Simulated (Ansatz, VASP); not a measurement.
One calculation of Mo, two programs

```
CELL_PARAMETERS angstrom
-1.56589 1.55839 1.56077
1.58661 -1.56023 1.58333
1.61019 1.60453 -1.56261
ATOMIC_POSITIONS crystal
Mo 0.91568 0.04076 0.99781
```

Change from the starting cell: cell strained at random at fixed volume.

Alike in both runs: functional PBEsol; dispersion D4; k mesh 9 × 9 × 9; occupations methfessel-paxton of order 1, width 0.2 eV; non-collinear spin, spin-orbit coupling.

|  | VASP | Ansatz |
| --- | --- | --- |
| version | VASP 6.6.1 | Ansatz 0.2.0 |
| potentials or method | VASP PAW PBE potentials, release 64 (Mo_sv), cutoff 520 eV | all-electron LAPW, relativistic spinors |
| task | single point | band structure |

Ansatz gave:

```
pressure (GPa)                                                : -12.7
traceless stress, the component that is largest in VASP (GPa) : -2.84
net moment per atom (μB)                                      : 0.00
```

Q: Estimate VASP's values.

A: Pressure (GPa): -12.3; traceless stress, the component that is largest in VASP (GPa): -2.88; net moment per atom (μB): 0.00.

VASP's potentials were made for PBE, not for PBEsol. Ansatz ran all-electron here, and VASP with PAW potentials.

Noted on Ansatz's run: the k mesh is thin for a metal, which can move the energy by tens of meV per atom.
